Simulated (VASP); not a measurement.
Input of a VASP 6.6.1 run:

File POSCAR:

```
CdS
1.0
    0.0000000000      2.9392148400      2.9392148400
    2.9392148400      0.0000000000      2.9392148400
    2.9392148400      2.9392148400      0.0000000000
Cd S
1 1
Direct
    0.0000000000      0.0000000000      0.0000000000
    0.2500000000      0.2500000000      0.2500000000
```

The input INCAR.step1:

```
PREC = Accurate ; ENCUT = 520
ISMEAR = 0 ; SIGMA = 0.01
LREAL = F ; LASPH = T
NELM = 80 ; NBANDS = 16
GGA = PE ; ALGO = Normal
EDIFF = 1E-4 ; LWAVE = T
LCHARG = F
```

File INCAR.step2:

```
PREC = Accurate ; ENCUT = 520
EDIFF = 1E-7 ; ISMEAR = 0
SIGMA = 0.01 ; LREAL = F
LASPH = T ; NELM = 80
ALGO = Normal ; ISIF = 2
LWAVE = F ; LCHARG = F
METAGGA = R2SCAN ; LMIXTAU = T
NBANDS = 16 ; ISTART = 1
```

Contents of KPOINTS:

```
Automatic mesh
0
Gamma
  6 6 6
```

Potentials or basis: VASP PAW PBE potentials, release 64 (Cd, S).

Command:

```console
$ cat potpaw_PBE.64/Cd/POTCAR potpaw_PBE.64/S/POTCAR > POTCAR
$ cp INCAR.step1 INCAR
$ mpirun -np 1 vasp_std > vasp.out
$ cp INCAR.step2 INCAR
$ mpirun -np 1 vasp_std > vasp.out
```

Estimate the band gap on the k mesh.

1.54 eV, direct.

Estimate the pressure.

0.3 GPa.

Caveat: the PAW data sets were made with another functional, which shifts forces and pressure a little. r2SCAN opens gaps a little over a GGA but as a rule still falls short of measured ones.
